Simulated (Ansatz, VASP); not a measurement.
## Pb: VASP beside Ansatz

Contents of INCAR:

```
SYSTEM = Pb
PREC = Accurate
ENCUT = 520
EDIFF = 1E-6
ISMEAR = 0
SIGMA = 0.15
LREAL = .FALSE.
LASPH = .TRUE.
NELM = 60
ALGO = Fast
ISIF = 2
LWAVE = .FALSE.
LCHARG = .TRUE.
GGA = PS
LELF = .TRUE.
LVHAR = .TRUE.
NBANDS = 21
```

File KPOINTS:

```
Automatic mesh
0
G
  18 18 10
  0 0 0
```

POSCAR

```
Pb
1.0
    3.4800006906      0.0000000000      0.0000000000
   -1.7400003453      3.0137690032      0.0000000000
    0.0000000000      0.0000000000      5.3664000000
Pb
2
Direct
    0.3333333333      0.6666666667      0.2500000000
    0.6666666667      0.3333333333      0.7500000000
```

Input for Ansatz:

```yaml
crystal:
  lattice:
    - [3.4800006906, 0.0, 0.0]
    - [-1.7400003453, 3.0137690032, 0.0]
    - [0.0, 0.0, 5.3664]
  atoms:
    - { symbol: Pb, position: [0.3333333333, 0.6666666667, 0.25] }
    - { symbol: Pb, position: [0.6666666667, 0.3333333333, 0.75] }
basis:
  ecutwfc: 420
kpoints:
  mp_grid: { grid: [18, 18, 10] }
hamiltonian:
  xc: pbesol
scf:
  occupations: { method: gaussian, width: 0.15 }
output:
  forces: true
  stress: true
  eigenvalues: true
```

Change from the starting cell: strain +0.000 along x and y, -0.040 along z, atoms carried along.

Alike in both runs: task single point; functional PBEsol; k mesh 18 × 18 × 10; occupations gaussian, width 0.15 eV; no spin polarisation.

|  | VASP | Ansatz |
| --- | --- | --- |
| version | VASP 6.6.1 | Ansatz 0.2.0 |
| potentials or method | VASP PAW PBE potentials, release 64 (Pb_d), cutoff 520 eV | scalar-relativistic, plane waves, PAW |
| valence electrons in the cell | 28 | 28 |

Ansatz gave:

| Item | Value |
| --- | --- |
| gap on the k mesh at the Fermi level (eV) | none |
| pressure (GPa) | 3.4 |
| traceless stress, the component that is largest in VASP (GPa) | 2.18 |

Question: What did VASP give for the same quantities?

Answer: gap on the k mesh at the Fermi level (eV): none; pressure (GPa): 3.3; traceless stress, the component that is largest in VASP (GPa): 2.18.

VASP's potentials were made for PBE, not for PBEsol. A gap of «none» marks a metal or a gap that the smearing closes.

Spin-orbit coupling is off throughout.
